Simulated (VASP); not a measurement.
# Ta2Bi2O (P-3m1) in VASP: a series of runs, part 2 of 2

VASP 6.6.1.

## (3) Single point, PBE

This run uses another cell than the first one, of 22.38 Å³/atom.

File INCAR:

```
PREC     = Accurate       # precision mode
ENCUT    = 520            # plane-wave cutoff, eV
EDIFF    = 1E-6           # SCF threshold, eV
ISMEAR   = 0              # smearing method
SIGMA    = 0.1            # smearing width, eV
LREAL    = False          # projectors in reciprocal space
LASPH    = True           # aspherical terms in the spheres
NELM     = 80             # most SCF steps
ALGO     = Normal         # electronic algorithm
ISIF     = 2              # what is computed and relaxed
LWAVE    = False          # write WAVECAR
LCHARG   = False          # write CHGCAR
GGA      = PE             # functional
NBANDS   = 37             # bands
```

File KPOINTS:

```
Automatic mesh
0
Gamma
  12 12 4
```

File POSCAR:

```
Ta2Bi2O
1.0
    3.4360253592      0.0000000000      0.0000000000
   -1.7180126796      2.9756852492      0.0000000000
    0.0000000000      0.0000000000     10.9431229229
Ta Bi O
2 2 1
Direct
    0.3333333333      0.6666666667      0.4094728618
    0.6666666667      0.3333333333      0.5905271382
    0.0000000000      0.0000000000      0.1905324656
    0.0000000000      0.0000000000      0.8094675344
    0.0000000000      0.0000000000      0.5000000000
```

Potentials or basis: VASP PAW PBE potentials, release 64 (Ta_pv, Bi_d, O).

Started as:

```console
$ cat potpaw_PBE.64/Ta_pv/POTCAR potpaw_PBE.64/Bi_d/POTCAR potpaw_PBE.64/O/POTCAR > POTCAR
$ mpirun -np 1 vasp_std > vasp.out
```

OUTCAR:

```text
PREC = Accurate
   ENCUT = 520
   EDIFF = 1E-6
   ISMEAR = 0
   LREAL = False
   LASPH = True
   NELM = 80
   ISIF = 2
   GGA = PE

 ion  position               nearest neighbor table
   1  0.333  0.667  0.409-   5 2.22   5 2.22   5 2.22   2 2.80   2 2.80   2 2.80   3 3.11   3 3.11
                             3 3.11
   2  0.667  0.333  0.591-   5 2.22   5 2.22   5 2.22   1 2.80   1 2.80   1 2.80   4 3.11   4 3.11
                             4 3.11
   3  0.000  0.000  0.191-   1 3.11   1 3.11   1 3.11
   4  0.000  0.000  0.809-   2 3.11   2 3.11   2 3.11
   5  0.000  0.000  0.500-   1 2.22   2 2.22   2 2.22   1 2.22   2 2.22   1 2.22

  LATTYP: Found a hexagonal cell.
 ALAT       =     3.4360253592
 C/A-ratio  =     3.1848201858

  Lattice vectors:

 A1 = (   3.4360253592,   0.0000000000,   0.0000000000)
 A2 = (  -1.7180126796,   2.9756852492,   0.0000000000)
 A3 = (   0.0000000000,   0.0000000000,  10.9431229229)

Analysis of symmetry for initial positions (statically):
=====================================================================
 Subroutine PRICEL returns:
 Original cell was already a primitive cell.

 Routine SETGRP: Setting up the symmetry group for a
 hexagonal supercell.

 Subroutine GETGRP returns: Found 12 space group operations
 (whereof 12 operations were pure point group operations)
 out of a pool of 24 trial point group operations.

The static configuration has the point symmetry D_3d.

Analysis of symmetry for dynamics (positions and initial velocities):
=====================================================================
 Subroutine PRICEL returns:
 Original cell was already a primitive cell.

 Routine SETGRP: Setting up the symmetry group for a
 hexagonal supercell.

 Subroutine GETGRP returns: Found 12 space group operations
 (whereof 12 operations were pure point group operations)
 out of a pool of 24 trial point group operations.

The dynamic configuration has the point symmetry D_3d.

[... 126 lines left out ...]
  Fermi-wavevector in a.u.,A,eV,Ry     =   1.315091  2.485162 23.530807  1.729466
  Thomas-Fermi vector in A             =   2.445298
   LORBIT       =      0    0 simple, 1 ext, 2 COOP (PROOUT), +10 PAW based schemes
   GGA     = PE    functional components
   LHFCALC =     F    Hartree Fock is set to
   AEXX    =    0.0000 exact exchange contribution
   IVDW    =     0    specifies the selected vdW correction
   LEPSILON=     F    determine dielectric tensor
   LRPA    =     F    only Hartree local field effects (RPA)
 non-spin polarized calculation
 Gauss-broadening in eV      SIGMA  =   0.10
  energy-cutoff  :      520.00
  volume of cell :      111.89
 maximum number of plane-waves:      3043
 NGX is ok and might be reduce to    28
   NGX = 13   NGY = 13   NGZ = 41

 number of electron      58.0000002 magnetization

 Free energy of the ion-electron system (eV)
  ---------------------------------------------------
  ext. energy  EPLUGINS =         0.00000000
  ---------------------------------------------------
  free energy    TOTEN  =       -37.96293514 eV

  energy without entropy =      -37.95675294  energy(sigma->0) =      -37.95984404

 E-fermi :   6.7185     XC(G=0): -10.6856

 val. band max:        6.7150442065   @ k =   0.0833  -0.0000   0.2500
 cond. band min:       6.7473042470   @ k =   0.1667   0.1667   0.0000
 fundamental gap:      0.0322600405
 Fermi energy:         6.7185345124

 k-point     1 :       0.0000    0.0000    0.0000
  band No.  band energies     occupation
      1     -28.8431      2.00000
      2     -28.5712      2.00000
      3     -28.5712      2.00000
      4     -28.3478      2.00000
      5     -28.3478      2.00000
      6     -28.1388      2.00000
[... 949 lines left out ...]
     36      10.0871      0.00000
     37      10.7280      0.00000

 [... further k-points ...]

------------------------ aborting loop because EDIFF is reached ----------------------------------------

  FORCE on cell =-STRESS in cart. coord.  units (eV):
  Direction    XX          YY          ZZ          XY          YZ          ZX
  --------------------------------------------------------------------------------------
  -------------------------------------------------------------------------------------
  Total        0.1216820      0.1216820      0.0786501      0.0000000      0.0000000      0.0000000
  in kB        1.7424184      1.7424184      1.1262257      0.0000000      0.0000000      0.0000000
  external PRESSURE =       1.5370209 kB  Pullay stress =       0.0000000 kB

 VOLUME and BASIS-vectors are now :
 -----------------------------------------------------------------------------
  energy-cutoff  :      520.00
  volume of cell :      111.89
      direct lattice vectors                 reciprocal lattice vectors
     3.436025359  0.000000000  0.000000000     0.291033941  0.168028524  0.000000000
    -1.718012680  2.975685249  0.000000000     0.000000000  0.336057048  0.000000000
     0.000000000  0.000000000 10.943122923     0.000000000  0.000000000  0.091381593

 POSITION                                       TOTAL-FORCE (eV/Angst)
 -----------------------------------------------------------------------------------
     -0.00000      1.98379      4.48091         0.000000      0.000000     -0.034353
      1.71801      0.99190      6.46221        -0.000000      0.000000      0.034353
      0.00000      0.00000      2.08502         0.000000      0.000000     -0.009594
      0.00000      0.00000      8.85810        -0.000000     -0.000000      0.009594
      0.00000      0.00000      5.47156         0.000000      0.000000      0.000000
 -----------------------------------------------------------------------------------
    total drift:                               -0.000000      0.000000      0.000000

  FREE ENERGIE OF THE ION-ELECTRON SYSTEM (eV)
  ---------------------------------------------------
  free  energy   TOTEN  =       -37.9629351394 eV

  energy  without entropy=      -37.9567529379  energy(sigma->0) =      -37.95984404
```

stdout:

```text
POSCAR found type information on POSCAR TaBiO
 POSCAR found :  3 types and       5 ions
 scaLAPACK will be used
 LDA part: xc-table for (Slater+PW92), standard interpolation
 POSCAR, INCAR and KPOINTS ok, starting setup
 FFT: planning ... GRIDC
 FFT: planning ... GRID_SOFT
 FFT: planning ... GRID
 WAVECAR not read
 entering main loop
```

It took 3.1 min on 1 thread of Intel Xeon Platinum 8488C (Sapphire Rapids), shared host; peak memory 0.41 GiB.

Results:

* Free energy: -37.9629 eV
* Pressure: 0.2 GPa
* Largest force: 0.034 eV/Å
* Band gap on the k mesh: zero (bands 29 and 30 overlap by 2.45 eV)

Forces in eV/Å, atoms in the order of the input:
```
Ta   0.000  0.000 -0.034
Ta   0.000  0.000  0.034
Bi   0.000  0.000 -0.010
Bi   0.000  0.000  0.010
O    0.000  0.000  0.000
```

Levels at points of the mesh, in eV from the Fermi level:
```tsv
k point	band 27	band 28	band 29	band 30	band 31	band 32
(0.00, 0.00, 0.00)	-0.69	-0.29	1.15	1.37	1.37	2.04
(0.50, 0.00, 0.00)	-1.20	-0.42	-0.33	0.73	0.74	2.08
(0.00, 0.00, 0.50)	-0.30	0.47	1.17	1.37	1.37	2.05
(0.50, 0.00, 0.50)	-1.69	-0.32	-0.29	0.67	0.79	1.95
```

Caveat: spin-orbit coupling is left out, which moves the levels of the heavy elements.

The gap in the log of VASP goes by the Fermi energy; the results here count the filled bands.